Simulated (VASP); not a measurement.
# ZrC in VASP: notebook, part 2 of 2

VASP 6.6.1. The steps go on from the part before.

### Step 6. Single point, r2SCAN

POSCAR

```
ZrC
1.0
    2.9161228722      0.0000000000      0.0000000000
    0.0000000000      2.9161228722      0.0000000000
    0.0000000000      0.0000000000      2.9161228722
Zr C
1 1
Direct
    0.0000000000      0.0000000000      0.0171460539
    0.5000000000      0.5000000000      0.5000000000
```

INCAR.step1

```
PREC = Accurate ; ENCUT = 660
ISMEAR = 0 ; SIGMA = 0.05
LREAL = F ; LASPH = T
NELM = 120 ; NBANDS = 15
GGA = PE ; ALGO = Normal
EDIFF = 1E-5 ; LWAVE = T
LCHARG = F ; GGA_COMPAT = F
```

INCAR.step2

```
PREC = Accurate ; ENCUT = 660
EDIFF = 1E-6 ; ISMEAR = 0
SIGMA = 0.05 ; LREAL = F
LASPH = T ; NELM = 120
ALGO = Normal ; ISIF = 2
LWAVE = F ; LCHARG = F
METAGGA = R2SCAN ; LMIXTAU = T
NBANDS = 15 ; ISTART = 1
GGA_COMPAT = F
```

KPOINTS

```
Automatic mesh
0
Gamma
  12 12 12
```

Potentials or basis: VASP PAW PBE potentials, release 64 (Zr_sv, C).

Started as:

```bash
> cat potpaw_PBE.64/Zr_sv/POTCAR potpaw_PBE.64/C/POTCAR > POTCAR
> cp INCAR.step1 INCAR
> mpirun -np 1 vasp_std > vasp.out
> cp INCAR.step2 INCAR
> mpirun -np 1 vasp_std > vasp.out
```

OUTCAR:

```text
PREC = Accurate
   ENCUT = 660
   EDIFF = 1E-6
   ISMEAR = 0
   LREAL = F
   LASPH = T
   NELM = 120
   ISIF = 2
   METAGGA = R2SCAN
   ISTART = 1

 ion  position               nearest neighbor table
   1  0.000  0.000  0.017-   2 2.50   2 2.50   2 2.50   2 2.50   2 2.55   2 2.55   2 2.55   2 2.55

   2  0.500  0.500  0.500-   1 2.50   1 2.50   1 2.50   1 2.50   1 2.55   1 2.55   1 2.55   1 2.55

  LATTYP: Found a simple cubic cell.
 ALAT       =     2.9161228722

  Lattice vectors:
[... 609 lines left out ...]
      8       9.9898      2.00000
      9      10.0630      2.00000
     10      14.6742      0.00000
     11      15.9197      0.00000
     12      17.5617      0.00000
     13      18.0254      0.00000
     14      21.9332      0.00000
     15      22.4540      0.00000

 [... further k-points ...]
[... 5 lines left out ...]
  --------------------------------------------------------------------------------------
  -------------------------------------------------------------------------------------
  Total        0.0820971      0.0820971     -0.0660174      0.0000000      0.0000000      0.0000000
  in kB        5.3042159      5.3042159     -4.2653161      0.0000000      0.0000000      0.0000000
  external PRESSURE =       2.1143719 kB  Pullay stress =       0.0000000 kB

 VOLUME and BASIS-vectors are now :
 -----------------------------------------------------------------------------
  energy-cutoff  :      660.00
  volume of cell :       24.80
      direct lattice vectors                 reciprocal lattice vectors
     2.916122872  0.000000000  0.000000000     0.342921078  0.000000000  0.000000000
     0.000000000  2.916122872  0.000000000     0.000000000  0.342921078  0.000000000
     0.000000000  0.000000000  2.916122872     0.000000000  0.000000000  0.342921078

 POSITION                                       TOTAL-FORCE (eV/Angst)
 -----------------------------------------------------------------------------------
      0.00000      0.00000      0.05000         0.000000     -0.000000     -0.011492
      1.45806      1.45806      1.45806        -0.000000      0.000000      0.011492
 -----------------------------------------------------------------------------------
    total drift:                                0.000000      0.000000     -0.000201

  FREE ENERGIE OF THE ION-ELECTRON SYSTEM (eV)
  ---------------------------------------------------
  free  energy   TOTEN  =       -32.0727942181 eV

  energy  without entropy=      -32.0702397240  energy(sigma->0) =      -32.07151697
```

OUTCAR.step1:

```text
PREC = Accurate
   ENCUT = 660
   ISMEAR = 0
   LREAL = F
   LASPH = T
[... 653 lines left out ...]
 -----------------------------------------------------------------------------------
      0.00000      0.00000      0.05000         0.000000      0.000000     -0.048483
      1.45806      1.45806      1.45806        -0.000000     -0.000000      0.048483
 -----------------------------------------------------------------------------------
    total drift:                                0.000000      0.000000     -0.000063

  FREE ENERGIE OF THE ION-ELECTRON SYSTEM (eV)
  ---------------------------------------------------
  free  energy   TOTEN  =       -16.9973500893 eV

  energy  without entropy=      -16.9931109166  energy(sigma->0) =      -16.99523050
```

Run time: 4.7 min. Hardware: 1 thread of Intel Xeon 8259CL, shared host; peak memory 0.23 GiB.

What came out:

* Free energy: -32.0728 eV
* Pressure: 0.2 GPa
* Largest force: 0.011 eV/Å
* Band gap on the k mesh: zero (bands 8 and 9 overlap by 2.15 eV)

Forces in eV/Å, atoms in the order of the input:
```
Zr   0.000  0.000 -0.011
C    0.000  0.000  0.011
```

Levels at points of the mesh, in eV from the Fermi level:
```tsv
k point	band 4	band 5	band 6	band 7	band 8	band 9	band 10	band 11	band 12	band 13
(0.00, 0.00, 0.00)	-27.22	-12.61	-1.97	-1.94	1.23	1.23	1.29	5.41	5.42	5.42
(0.50, 0.00, 0.00)	-27.09	-9.81	-5.88	-1.14	-1.12	-0.83	5.90	6.28	7.92	8.06
(0.00, 0.00, 0.50)	-27.09	-9.82	-5.88	-1.13	-1.13	-0.83	5.90	6.30	8.04	8.04
(0.50, 0.50, 0.00)	-26.98	-10.64	-2.39	-2.39	-0.50	1.98	2.78	2.78	4.48	7.60
(0.00, 0.50, 0.50)	-26.98	-10.63	-2.40	-2.39	-0.48	1.89	2.77	2.89	4.44	7.60
(0.50, 0.50, 0.50)	-28.07	-7.97	-5.62	-5.62	-5.60	7.81	7.82	9.03	9.03	9.15
```

Caveat: the PAW data sets were made with another functional, which shifts forces and pressure a little.

### Step 7. Single point, r2SCAN

POSCAR

```
ZrC
1.0
    2.9161228722      0.0145806144      0.0000000000
    0.0145806144      2.9161228722      0.0000000000
    0.0000000000      0.0000000000      2.9161228722
Zr C
1 1
Direct
    0.0000000000      0.0000000000      0.0000000000
    0.5000000000      0.5000000000      0.5000000000
```

INCAR.step1

```
ALGO = Normal ; EDIFF = 1E-5
ENCUT = 660 ; GGA = PE
GGA_COMPAT = False ; ISMEAR = 0
LASPH = True ; LCHARG = False
LREAL = False ; LWAVE = True
NBANDS = 15 ; NELM = 120
PREC = Accurate ; SIGMA = 0.05
```

INCAR.step2

```
ALGO = Normal ; EDIFF = 1E-6
ENCUT = 660 ; GGA_COMPAT = False
ISIF = 2 ; ISMEAR = 0
ISTART = 1 ; LASPH = True
LCHARG = False ; LMIXTAU = True
LREAL = False ; LWAVE = False
METAGGA = R2SCAN ; NBANDS = 15
NELM = 120 ; PREC = Accurate
SIGMA = 0.05
```

KPOINTS

```
k-points
0
Gamma
  12 12 12
```

Potentials or basis: VASP PAW PBE potentials, release 64 (Zr_sv, C).

Started as:

```bash
> cat potpaw_PBE.64/Zr_sv/POTCAR potpaw_PBE.64/C/POTCAR > POTCAR
> cp INCAR.step1 INCAR
> mpirun -np 1 vasp_std > vasp.out
> cp INCAR.step2 INCAR
> mpirun -np 1 vasp_std > vasp.out
```

OUTCAR:

```text
EDIFF = 1E-6
   ENCUT = 660
   ISIF = 2
   ISMEAR = 0
   ISTART = 1
   LASPH = True
   LREAL = False
   METAGGA = R2SCAN
   NELM = 120
   PREC = Accurate

 ion  position               nearest neighbor table
   1  0.000  0.000  0.000-   2 2.52   2 2.52   2 2.52   2 2.52   2 2.53   2 2.53   2 2.53   2 2.53

   2  0.500  0.500  0.500-   1 2.52   1 2.52   1 2.52   1 2.52   1 2.53   1 2.53   1 2.53   1 2.53

  LATTYP: Found a base centered orthorhombic cell.
 ALAT       =     4.1034004128
 B/A-ratio  =     1.0100502513
 C/A-ratio  =     0.7106600816

  Lattice vectors:

 A1 = (  -0.0145806144,  -2.9161228722,   0.0000000000)
 A2 = (   2.9161228722,   0.0145806144,   0.0000000000)
 A3 = (   0.0000000000,   0.0000000000,   2.9161228722)

Analysis of symmetry for initial positions (statically):
=====================================================================
 Subroutine PRICEL returns:
 Original cell was already a primitive cell.

 Routine SETGRP: Setting up the symmetry group for a
 base centered orthorhombic supercell.

 Subroutine GETGRP returns: Found  8 space group operations
 (whereof  8 operations were pure point group operations)
 out of a pool of  8 trial point group operations.

The static configuration has the point symmetry D_2h.

Analysis of symmetry for dynamics (positions and initial velocities):
=====================================================================
 Subroutine PRICEL returns:
 Original cell was already a primitive cell.

 Routine SETGRP: Setting up the symmetry group for a
 base centered orthorhombic supercell.

 Subroutine GETGRP returns: Found  8 space group operations
 (whereof  8 operations were pure point group operations)
 out of a pool of  8 trial point group operations.

The dynamic configuration has the point symmetry D_2h.

 Subroutine INISYM returns: Found  8 space group operations
 (whereof  8 operations are pure point group operations),
 and found     1 'primitive' translations
[... 117 lines left out ...]
  Fermi-wavevector in a.u.,A,eV,Ry     =   1.414640  2.673282 27.228068  2.001207
  Thomas-Fermi vector in A             =   2.536161
   LORBIT       =      0    0 simple, 1 ext, 2 COOP (PROOUT), +10 PAW based schemes
   METAGGA = R2SCAN    functional components
   LHFCALC =     F    Hartree Fock is set to
   AEXX    =    0.0000 exact exchange contribution
   IVDW    =     0    specifies the selected vdW correction
   LEPSILON=     F    determine dielectric tensor
   LRPA    =     F    only Hartree local field effects (RPA)
 non-spin polarized calculation
 Gauss-broadening in eV      SIGMA  =   0.05
  energy-cutoff  :      660.00
  volume of cell :       24.80
 maximum number of plane-waves:       973
   NGX = 13   NGY = 13   NGZ = 13

 number of electron      16.0000000 magnetization

 Free energy of the ion-electron system (eV)
  ---------------------------------------------------
  ext. energy  EPLUGINS =         0.00000000
  ---------------------------------------------------
  free energy    TOTEN  =       -32.07524356 eV

  energy without entropy =      -32.07220832  energy(sigma->0) =      -32.07372594

 E-fermi :  10.5785     XC(G=0): -13.3271

 val. band max:       10.5735366287   @ k =  -0.4167   0.1667   0.0833
 cond. band min:      10.5794375559   @ k =   0.0833   0.0833   0.0833
 fundamental gap:      0.0059009272
 Fermi energy:        10.5784745271

 k-point     1 :       0.0000    0.0000    0.0000
  band No.  band energies     occupation
      1     -39.8877      2.00000
      2     -16.6492      2.00000
      3     -16.6455      2.00000
      4     -16.6418      2.00000
      5      -2.0359      2.00000
      6       8.6383      2.00000
      7       8.6392      2.00000
      8      11.8106      0.00000
      9      11.8125      0.00000
     10      11.8146      0.00000
     11      15.9645      0.00000
     12      15.9855      0.00000
     13      16.0180      0.00000
     14      19.3389      0.00000
[... 401 lines left out ...]
      2     -17.8183      2.00000
      3     -16.8393      2.00000
      4     -16.4922      2.00000
      5       0.4078      2.00000
      6       5.6434      2.00000
      7       8.8928      2.00000
      8       9.9304      2.00000
      9      10.3969      2.00000
     10      15.3166      0.00000
     11      16.1047      0.00000
     12      17.1840      0.00000
     13      17.7560      0.00000
     14      22.3071      0.00000
     15      23.1460      0.00000

 [... further k-points ...]
[... 5 lines left out ...]
  --------------------------------------------------------------------------------------
  -------------------------------------------------------------------------------------
  Total        0.0031494      0.0031494      0.0174250      0.4344123      0.0000000      0.0000000
  in kB        0.2034846      0.2034846      1.1258377     28.0676520      0.0000000      0.0000000
  external PRESSURE =       0.5109356 kB  Pullay stress =       0.0000000 kB

 VOLUME and BASIS-vectors are now :
 -----------------------------------------------------------------------------
  energy-cutoff  :      660.00
  volume of cell :       24.80
      direct lattice vectors                 reciprocal lattice vectors
     2.916122872  0.014580614  0.000000000     0.342929652 -0.001714648  0.000000000
     0.014580614  2.916122872  0.000000000    -0.001714648  0.342929652  0.000000000
     0.000000000  0.000000000  2.916122872     0.000000000  0.000000000  0.342921078

 POSITION                                       TOTAL-FORCE (eV/Angst)
 -----------------------------------------------------------------------------------
      0.00000      0.00000      0.00000        -0.000000      0.000000      0.000000
      1.46535      1.46535      1.45806         0.000000      0.000000      0.000000
 -----------------------------------------------------------------------------------
    total drift:                                0.000000      0.000000     -0.000000

  FREE ENERGIE OF THE ION-ELECTRON SYSTEM (eV)
  ---------------------------------------------------
  free  energy   TOTEN  =       -32.0752435573 eV

  energy  without entropy=      -32.0722083181  energy(sigma->0) =      -32.07372594
```

OSZICAR.step1:

```text
N       E                     dE             d eps       ncg     rms          rms(c)
DAV:   1     0.121327174846E+03    0.12133E+03   -0.10122E+04  9030   0.131E+03
DAV:   2    -0.154655820615E+02   -0.13679E+03   -0.12774E+03 11536   0.314E+02
DAV:   3    -0.205081589527E+02   -0.50426E+01   -0.49851E+01 13582   0.531E+01
DAV:   4    -0.205981452555E+02   -0.89986E-01   -0.89948E-01 10995   0.648E+00
DAV:   5    -0.205995410633E+02   -0.13958E-02   -0.13958E-02 13042   0.603E-01    0.177E+01
DAV:   6    -0.177413434446E+02    0.28582E+01   -0.63960E+00 10314   0.238E+01    0.773E+00
DAV:   7    -0.170328980144E+02    0.70845E+00   -0.12469E+00 10097   0.905E+00    0.626E+00
DAV:   8    -0.170204300068E+02    0.12468E-01   -0.22631E-01 10955   0.462E+00    0.190E+00
DAV:   9    -0.170006364442E+02    0.19794E-01   -0.22489E-02 10963   0.169E+00    0.316E-01
DAV:  10    -0.170010022113E+02   -0.36577E-03   -0.38124E-03 10986   0.557E-01    0.175E-01
DAV:  11    -0.170006601558E+02    0.34206E-03   -0.60910E-04 10255   0.183E-01    0.704E-02
DAV:  12    -0.170006461588E+02    0.13997E-04   -0.47739E-05 10682   0.485E-02    0.299E-02
DAV:  13    -0.170006375974E+02    0.85614E-05   -0.92182E-06  7685   0.296E-02
   1 F= -.17000638E+02 E0= -.16998614E+02  d E =-.404751E-02
```

Run time: 6 min. Hardware: 1 thread of Intel Xeon 8259CL, shared host; peak memory 0.28 GiB.

What came out:

```yaml
Free_energy: -32.0752 eV
Pressure: 0.1 GPa
Band_gap_on_the_k_mesh: zero (bands 8 and 9 overlap by 2.15 eV)
```

Stress tensor (GPa, compression positive):
```
0.02 2.81 0.00
2.81 0.02 0.00
0.00 0.00 0.11
```

Caveat: the PAW data sets were made with another functional, which shifts forces and pressure a little.

### Step 8. Overview

| cell | gap on the mesh (eV) | pressure (GPa) |
| --- | --- | --- |
| a = 2.916 Å, 2 atoms, atomic positions A | none | 0.0 |
| a = 2.935 Å, 2 atoms, atomic positions A | none | -3.8 |
| a = 2.954 Å, 2 atoms, atomic positions A | none | -7.3 |
| a = 2.983 Å, 2 atoms, atomic positions A | none | -11.8 |
| a = 2.916 Å, 2 atoms, atomic positions B | none | 0.2 |
| a = 2.916 Å, angles 90.0, 90.0, 89.4°, 2 atoms, atomic positions A | none | 0.1 |

Alike in all rows: task single point; level r2SCAN; potentials or basis VASP PAW PBE potentials, release 64 (Zr_sv, C); no spin polarisation; k mesh 12 × 12 × 12; cutoff (eV) 660; smearing gaussian 0.05 eV.

Caveats: the PAW data sets were made with another functional, which shifts forces and pressure a little; the cell stands under tension (at least some runs).

Absolute energies hang on the potentials; compare differences alone.
